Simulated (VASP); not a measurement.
# Sn2TeO2 (P6/mmm) in VASP: notebook, part 2 of 2

VASP 6.6.1.

## 3. Single point, PBE

This run uses another cell than the first one, of 26.04 Å³/atom.

INCAR

```
ALGO = Normal
EDIFF = 1E-7
ENCUT = 520
GGA = PE
ISIF = 2
ISMEAR = 0
LASPH = T
LCHARG = F
LREAL = F
LWAVE = F
NBANDS = 31
NELM = 100
PREC = Accurate
SIGMA = 0.1
```

KPOINTS

```
k-points
0
Gamma
  6 6 4
```

POSCAR

```
Sn2TeO2
1.0
    4.4957687500      0.0000000000      0.0000000000
   -2.2478843700      3.8934499400      0.0000000000
    0.0000000000      0.0000000000      7.4379004400
Sn Te O
2 1 2
Direct
    0.0000000000      0.0000000000      0.3055070400
    0.0000000000      0.0000000000      0.6944929600
    0.0000000000      0.0000000000      0.0000000000
    0.3333333300      0.6666666700      0.0000000000
    0.6666666700      0.3333333300      0.0000000000
```

Potentials or basis: VASP PAW PBE potentials, release 64 (Sn_d, Te, O).

Run with:

```sh
$ cat potpaw_PBE.64/Sn_d/POTCAR potpaw_PBE.64/Te/POTCAR potpaw_PBE.64/O/POTCAR > POTCAR
$ mpirun -np 1 vasp_std > vasp.out
```

OUTCAR:

```text
EDIFF = 1E-7
   ENCUT = 520
   GGA = PE
   ISIF = 2
   ISMEAR = 0
   LASPH = T
   LREAL = F
   NELM = 100
   PREC = Accurate

 ion  position               nearest neighbor table
   1  0.000  0.000  0.306-   3 2.27   2 2.89
   2  0.000  0.000  0.694-   3 2.27   1 2.89
   3  0.000  0.000  0.000-   1 2.27   2 2.27   4 2.60   5 2.60   4 2.60   5 2.60   5 2.60   4 2.60

   4  0.333  0.667  0.000-   3 2.60   3 2.60   3 2.60
   5  0.667  0.333  0.000-   3 2.60   3 2.60   3 2.60

  LATTYP: Found a hexagonal cell.
 ALAT       =     4.4957687500
 C/A-ratio  =     1.6544223810

  Lattice vectors:

 A1 = (   4.4957687500,   0.0000000000,   0.0000000000)
 A2 = (  -2.2478843700,   3.8934499400,   0.0000000000)
 A3 = (   0.0000000000,   0.0000000000,   7.4379004400)

Analysis of symmetry for initial positions (statically):
=====================================================================
 Subroutine PRICEL returns:
 Original cell was already a primitive cell.

 Routine SETGRP: Setting up the symmetry group for a
[... 169 lines left out ...]
  energy without entropy =      -13.62636153  energy(sigma->0) =      -13.63798461

 E-fermi :   4.1636     XC(G=0):  -8.8123

 val. band max:        4.1429730606   @ k =   0.3333   0.1667   0.0000
 cond. band min:       4.1969211781   @ k =   0.3333   0.1667   0.2500
 fundamental gap:      0.0539481175
 Fermi energy:         4.1636151963

 k-point     1 :       0.0000    0.0000    0.0000
  band No.  band energies     occupation
      1     -18.4574      2.00000
      2     -18.1932      2.00000
      3     -18.0922      2.00000
      4     -18.0922      2.00000
      5     -17.9855      2.00000
      6     -17.9855      2.00000
[... 703 lines left out ...]
     30      10.2309      0.00000
     31      11.7815      0.00000

------------------------ aborting loop because EDIFF is reached ----------------------------------------

  FORCE on cell =-STRESS in cart. coord.  units (eV):
  Direction    XX          YY          ZZ          XY          YZ          ZX
  --------------------------------------------------------------------------------------
  -------------------------------------------------------------------------------------
  Total       -9.6832842     -9.6832842     46.1456828     -0.0000000     -0.0000000      0.0000000
  in kB     -119.1637994   -119.1637989    567.8749850     -0.0000002     -0.0000000      0.0000000
  external PRESSURE =     109.8491289 kB  Pullay stress =       0.0000000 kB

 VOLUME and BASIS-vectors are now :
 -----------------------------------------------------------------------------
  energy-cutoff  :      520.00
  volume of cell :      130.19
      direct lattice vectors                 reciprocal lattice vectors
     4.495768750  0.000000000  0.000000000     0.222431369  0.128420811  0.000000000
    -2.247884370  3.893449940  0.000000000     0.000000000  0.256841623  0.000000000
     0.000000000  0.000000000  7.437900440     0.000000000  0.000000000  0.134446543

 POSITION                                       TOTAL-FORCE (eV/Angst)
 -----------------------------------------------------------------------------------
      0.00000      0.00000      2.27233        -0.000000     -0.000000      8.498003
      0.00000      0.00000      5.16557        -0.000000      0.000000     -8.498003
      0.00000      0.00000      0.00000        -0.000000      0.000000      0.000000
     -0.00000      2.59563      0.00000        -0.000000      0.000000     -0.000000
      2.24788      1.29782      0.00000         0.000000      0.000000      0.000000
 -----------------------------------------------------------------------------------
    total drift:                               -0.000000      0.000000      0.000000

  FREE ENERGIE OF THE ION-ELECTRON SYSTEM (eV)
  ---------------------------------------------------
  free  energy   TOTEN  =       -13.6496076919 eV

  energy  without entropy=      -13.6263615261  energy(sigma->0) =      -13.63798461
```

It took 50 s on 1 thread of Intel Xeon 6975P-C (Granite Rapids), shared host; peak memory 0.29 GiB.

What came out:

```yaml
Free_energy: -13.6496 eV
Pressure: 11.0 GPa
Largest_force: 8.498 eV/Å
Band_gap_on_the_k_mesh: zero (bands 23 and 24 overlap by 1.29 eV)
```

Forces in eV/Å, atoms in the order of the input:
```
Sn   0.000  0.000  8.498
Sn   0.000  0.000 -8.498
Te   0.000  0.000  0.000
O    0.000  0.000  0.000
O    0.000  0.000  0.000
```

Stress tensor (GPa, compression positive):
```
-11.92   0.00   0.00
  0.00 -11.92   0.00
  0.00   0.00  56.79
```

Levels at points of the mesh, in eV from the Fermi level:
```tsv
k point	band 21	band 22	band 23	band 24	band 25	band 26
(0.00, 0.00, 0.00)	-0.73	-0.27	1.07	1.07	1.73	2.17
(0.50, 0.00, 0.00)	-1.08	-0.47	0.28	0.32	1.09	1.28
(0.00, 0.00, 0.50)	-1.47	-0.73	0.91	0.91	1.66	1.66
(0.50, 0.00, 0.50)	-1.17	-0.48	-0.47	-0.12	0.18	1.04
```

Caveat: the stress differs along the axes, from -12 to 57 GPa; spin-orbit coupling is left out, which moves the levels of the heavy elements; forces of over 1 eV/Å act on the atoms, so gaps and moduli don't describe the material at rest.

The gap in the log of VASP goes by the Fermi energy; the results here count the filled bands.